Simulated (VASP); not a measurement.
# KZnF3 (P4/mmm) in VASP: a series of runs, part 3 of 3

VASP 6.6.1. The steps go on from the part before.

## 6. Single point, PBE (strain +0.000 along x and y, -0.025 along z)

Contents of INCAR:

```
PREC     = Accurate       # precision mode
ENCUT    = 520            # plane-wave cutoff, eV
EDIFF    = 1E-6           # SCF threshold, eV
ISMEAR   = 0              # smearing method
SIGMA    = 0.05           # smearing width, eV
LREAL    = F              # projectors in reciprocal space
LASPH    = T              # aspherical terms in the spheres
NELM     = 100            # most SCF steps
ALGO     = Normal         # electronic algorithm
ISIF     = 2              # what is computed and relaxed
LWAVE    = F              # write WAVECAR
LCHARG   = F              # write CHGCAR
GGA      = PE             # functional
NBANDS   = 29             # bands
```

Contents of KPOINTS:

```
regular mesh
0
Gamma
  6 6 6
```

Contents of POSCAR:

```
KZnF3
1.0
    4.0500000000      0.0000000000      0.0000000000
    0.0000000000      4.0500000000      0.0000000000
    0.0000000000      0.0000000000      3.9487500000
K Zn F
1 1 3
Direct
    0.0000000000      0.0000000000      0.0000000000
    0.5000000000      0.5000000000      0.5000000000
    0.5000000000      0.5000000000      0.0000000000
    0.0000000000      0.5000000000      0.5000000000
    0.5000000000      0.0000000000      0.5000000000
```

Potentials or basis: VASP PAW PBE potentials, release 64 (K_sv, Zn, F).

Run with:

```
cat potpaw_PBE.64/K_sv/POTCAR potpaw_PBE.64/Zn/POTCAR potpaw_PBE.64/F/POTCAR > POTCAR
mpirun -np 1 vasp_std > vasp.out
```

OUTCAR:

```text
PREC = Accurate
   ENCUT = 520
   EDIFF = 1E-6
   ISMEAR = 0
   LREAL = F
   LASPH = T
   NELM = 100
   ISIF = 2
   GGA = PE

 ion  position               nearest neighbor table
   1  0.000  0.000  0.000-   4 2.83   5 2.83   4 2.83   5 2.83   4 2.83   4 2.83   5 2.83   5 2.83

   2  0.500  0.500  0.500-   3 1.97   3 1.97   5 2.02   4 2.02   5 2.02   4 2.02
   3  0.500  0.500  0.000-   2 1.97   2 1.97
   4  0.000  0.500  0.500-   2 2.02   2 2.02   1 2.83   1 2.83   1 2.83   1 2.83
   5  0.500  0.000  0.500-   2 2.02   2 2.02   1 2.83   1 2.83   1 2.83   1 2.83

  LATTYP: Found a simple tetragonal cell.
 ALAT       =     4.0500000000
 C/A-ratio  =     0.9750000000

  Lattice vectors:

 A1 = (   4.0500000000,   0.0000000000,   0.0000000000)
 A2 = (   0.0000000000,   4.0500000000,   0.0000000000)
 A3 = (   0.0000000000,   0.0000000000,   3.9487500000)

Analysis of symmetry for initial positions (statically):
=====================================================================
 Subroutine PRICEL returns:
 Original cell was already a primitive cell.

 Routine SETGRP: Setting up the symmetry group for a
 simple tetragonal supercell.

 Subroutine GETGRP returns: Found 16 space group operations
 (whereof 16 operations were pure point group operations)
 out of a pool of 16 trial point group operations.

The static configuration has the point symmetry D_4h.

Analysis of symmetry for dynamics (positions and initial velocities):
=====================================================================
 Subroutine PRICEL returns:
 Original cell was already a primitive cell.

 Routine SETGRP: Setting up the symmetry group for a
 simple tetragonal supercell.

 Subroutine GETGRP returns: Found 16 space group operations
 (whereof 16 operations were pure point group operations)
 out of a pool of 16 trial point group operations.

The dynamic configuration has the point symmetry D_4h.

 Subroutine INISYM returns: Found 16 space group operations
 (whereof 16 operations are pure point group operations),
 and found     1 'primitive' translations

----------------------------------------------------------------------------------------

                                     Primitive cell

  volume of cell :      64.7694

  direct lattice vectors                    reciprocal lattice vectors
     4.050000000  0.000000000  0.000000000     0.246913580  0.000000000  0.000000000
     0.000000000  4.050000000  0.000000000     0.000000000  0.246913580  0.000000000
     0.000000000  0.000000000  3.948750000     0.000000000  0.000000000  0.253244698

  length of vectors
     4.050000000  4.050000000  3.948750000     0.246913580  0.246913580  0.253244698

  position of ions in fractional coordinates (direct lattice)
     0.000000000  0.000000000  0.000000000
     0.500000000  0.500000000  0.500000000
     0.500000000  0.500000000  0.000000000
     0.000000000  0.500000000  0.500000000
     0.500000000  0.000000000  0.500000000

[... 25 lines left out ...]

  Shift w.r.t. Gamma in fractional coordinates (k-lattice)
     0.000000000  0.000000000  0.000000000

 Subroutine IBZKPT returns following result:
 ===========================================

 Found     40 irreducible k-points:

 Following reciprocal coordinates:
            Coordinates               Weight
  0.000000  0.000000  0.000000      1.000000
  0.166667  0.000000  0.000000      4.000000
  0.333333  0.000000  0.000000      4.000000
  0.500000  0.000000  0.000000      2.000000
  0.166667  0.166667  0.000000      4.000000
  0.333333  0.166667  0.000000      8.000000
[... 16 lines left out ...]
  0.333333  0.000000  0.333333      8.000000
  0.500000  0.000000  0.333333      4.000000
 [... further k-points ...]
   k-points           NKPTS =     40   k-points in BZ     NKDIM =     40   number of bands    NBANDS=     29
   number of dos      NEDOS =    301   number of ions     NIONS =      5
   total plane-waves  NPLWV =  27000
   dimension x,y,z NGX =    30 NGY =   30 NGZ =   30
   dimension x,y,z NGXF=    60 NGYF=   60 NGZF=   60
   ions per type =               1   1   3
   NGX,Y,Z   is equivalent  to a cutoff of  12.31, 12.31, 12.63 a.u.
   NGXF,Y,Z  is equivalent  to a cutoff of  24.63, 24.63, 25.26 a.u.
 SYSTEM =  unknown system
   PREC   = accura    normal or accurate (medium, high low for compatibility)
   ISTART =      0    job   : 0-new  1-cont  2-samecut
   ICHARG =      2    charge: 1-file 2-atom 10-const
   ISPIN  =      1    spin polarized calculation?
   LNONCOLLINEAR =      F non collinear calculations
   LSORBIT =      F    spin-orbit coupling
   LASPH  =      T    aspherical Exc in radial PAW
   ENCUT  =  520.0 eV  38.22 Ry    6.18 a.u.   7.53  7.53  7.34*2*pi/ulx,y,z
   NELM   =    100;   NELMIN=  2; NELMDL= -5     # of ELM steps
   EDIFF  = 0.1E-05   stopping-criterion for ELM
   LREAL  =      F    real-space projection
   EDIFFG = 0.1E-04   stopping-criterion for IOM
   NSW    =      0    number of steps for IOM
   IBRION =     -1    ionic relax: 0-MD 1-quasi-New 2-CG
   NFREE  =      0    steps in history (QN), initial steepest desc. (CG)
   ISIF   =      2    stress and relaxation
   ISYM   =      2    0-nonsym 1-usesym 2-fastsym
   POTIM  = 0.5000    time-step for ionic-motion
   TEBEG  =    0.0;   TEEND  =   0.0 temperature during run
   PSTRESS=    0.0 pullay stress
   NELECT =      42.0000    total number of electrons
   NUPDOWN=      -1.0000    fix difference up-down
   EMIN   =  10.00;   EMAX   =-10.00  energy-range for DOS
   EFERMI =   0.00;   METHOD = LEGACY
   ISMEAR =     0;   SIGMA  =   0.05  broadening in eV -4-tet -1-fermi 0-gaus
   EFERMI_NEDOS =   21; number of points for ismear=-14 and -15
   IALGO  =     38    algorithm
   IMIX   =      4    mixing-type and parameters
     AMIX     =   0.40;   BMIX     =  1.00
     AMIX_MAG =   1.60;   BMIX_MAG =  1.00
  volume/ion in A,a.u.               =      12.95        87.42
  Fermi-wavevector in a.u.,A,eV,Ry     =   1.416994  2.677731 27.318760  2.007872
  Thomas-Fermi vector in A             =   2.538271
   LORBIT       =      0    0 simple, 1 ext, 2 COOP (PROOUT), +10 PAW based schemes
   GGA     = PE    functional components
   LHFCALC =     F    Hartree Fock is set to
   AEXX    =    0.0000 exact exchange contribution
   IVDW    =     0    specifies the selected vdW correction
   LEPSILON=     F    determine dielectric tensor
   LRPA    =     F    only Hartree local field effects (RPA)
 non-spin polarized calculation
 Gauss-broadening in eV      SIGMA  =   0.05
  energy-cutoff  :      520.00
  volume of cell :       64.77
 maximum number of plane-waves:      1776
   NGX = 15   NGY = 15   NGZ = 15

 number of electron      41.9999993 magnetization

 Free energy of the ion-electron system (eV)
  ---------------------------------------------------
  ext. energy  EPLUGINS =         0.00000000
  ---------------------------------------------------
  free energy    TOTEN  =       -20.18811820 eV

  energy without entropy =      -20.18811820  energy(sigma->0) =      -20.18811820

 E-fermi :  -0.1795     XC(G=0): -10.0105

 val. band max:       -0.4103161918   @ k =   0.5000   0.5000   0.5000
 cond. band min:       3.3720520018   @ k =   0.0000   0.0000   0.0000
 fundamental gap:      3.7823681936
 Fermi energy:        -0.1794885546

 k-point     1 :       0.0000    0.0000    0.0000
  band No.  band energies     occupation
      1     -27.6799      2.00000
      2     -22.3482      2.00000
      3     -21.7035      2.00000
      4     -21.5949      2.00000
      5     -11.1784      2.00000
      6     -11.1784      2.00000
[... 757 lines left out ...]
     28      11.5651      0.00000
     29      11.9536      0.00000

 [... further k-points ...]

------------------------ aborting loop because EDIFF is reached ----------------------------------------

  FORCE on cell =-STRESS in cart. coord.  units (eV):
  Direction    XX          YY          ZZ          XY          YZ          ZX
  --------------------------------------------------------------------------------------
  -------------------------------------------------------------------------------------
  Total        2.6719484      2.6719484      3.8218711      0.0000000      0.0000000      0.0000000
  in kB       66.0950551     66.0950551     94.5402899      0.0000000      0.0000000      0.0000000
  external PRESSURE =      75.5768000 kB  Pullay stress =       0.0000000 kB

 VOLUME and BASIS-vectors are now :
 -----------------------------------------------------------------------------
  energy-cutoff  :      520.00
  volume of cell :       64.77
      direct lattice vectors                 reciprocal lattice vectors
     4.050000000  0.000000000  0.000000000     0.246913580  0.000000000  0.000000000
     0.000000000  4.050000000  0.000000000     0.000000000  0.246913580  0.000000000
     0.000000000  0.000000000  3.948750000     0.000000000  0.000000000  0.253244698

 POSITION                                       TOTAL-FORCE (eV/Angst)
 -----------------------------------------------------------------------------------
      0.00000      0.00000      0.00000         0.000000      0.000000      0.000000
      2.02500      2.02500      1.97437         0.000000      0.000000      0.000000
      2.02500      2.02500      0.00000         0.000000      0.000000      0.000000
      0.00000      2.02500      1.97437         0.000000      0.000000      0.000000
      2.02500      0.00000      1.97437         0.000000      0.000000      0.000000
 -----------------------------------------------------------------------------------
    total drift:                                0.000000      0.000000     -0.000000

  FREE ENERGIE OF THE ION-ELECTRON SYSTEM (eV)
  ---------------------------------------------------
  free  energy   TOTEN  =       -20.1881181985 eV

  energy  without entropy=      -20.1881181985  energy(sigma->0) =      -20.18811820
```

It took 43 s on 1 thread of Intel Xeon 6975P-C (Granite Rapids), shared host; peak memory 0.21 GiB.

Results:

| Property | Result |
| --- | --- |
| Free energy | -20.1881 eV |
| Pressure | 7.6 GPa |
| Band gap on the k mesh | 3.78 eV, indirect (least direct gap 5.86 eV) |

Levels at points of the mesh, in eV from the valence-band top:
```csv
k point,band 18,band 19,band 20,band 21,band 22,band 23,band 24,band 25
"(0.00, 0.00, 0.00)",-2.26,-2.08,-2.08,-2.08,3.78,8.45,8.56,9.40
"(0.50, 0.00, 0.00)",-2.26,-1.88,-1.87,-1.68,6.56,8.20,9.43,10.86
"(0.50, 0.50, 0.00)",-1.96,-1.96,-1.73,-0.16,7.99,9.94,10.08,10.08
"(0.00, 0.00, 0.50)",-2.24,-1.89,-1.89,-1.65,6.73,8.31,9.61,10.96
"(0.50, 0.00, 0.50)",-1.99,-1.97,-1.74,-0.04,8.10,10.07,10.12,10.27
"(0.50, 0.50, 0.50)",-1.72,-1.70,-0.16,0.00,8.28,8.28,8.35,10.36
```

Caveat: the cell differs from its parent crystal (strain +0.000 along x and y, -0.025 along z).

## 7. Summary

```csv
cell,gap on the mesh (eV),pressure (GPa)
"a = 3.848, b = 3.848, c = 4.050 Å, 5 atoms",3.88,17.4
"a = 3.949, b = 3.949, c = 3.848 Å, 5 atoms",3.97,17.0
"a = 4.050, b = 4.050, c = 3.848 Å, 5 atoms",3.77,10.6
"a = 3.949, b = 3.949, c = 4.050 Å, 5 atoms",3.84,10.4
"a = 4.050, b = 4.050, c = 3.949 Å, 5 atoms",3.78,7.6
```

Alike in all rows: task single point; level PBE; potentials or basis VASP PAW PBE potentials, release 64 (K_sv, Zn, F); no spin polarisation; k mesh 6 × 6 × 6; cutoff (eV) 520; smearing gaussian 0.05 eV.

Total energies depend on the potentials used, so only differences within one code and one set of settings carry meaning.
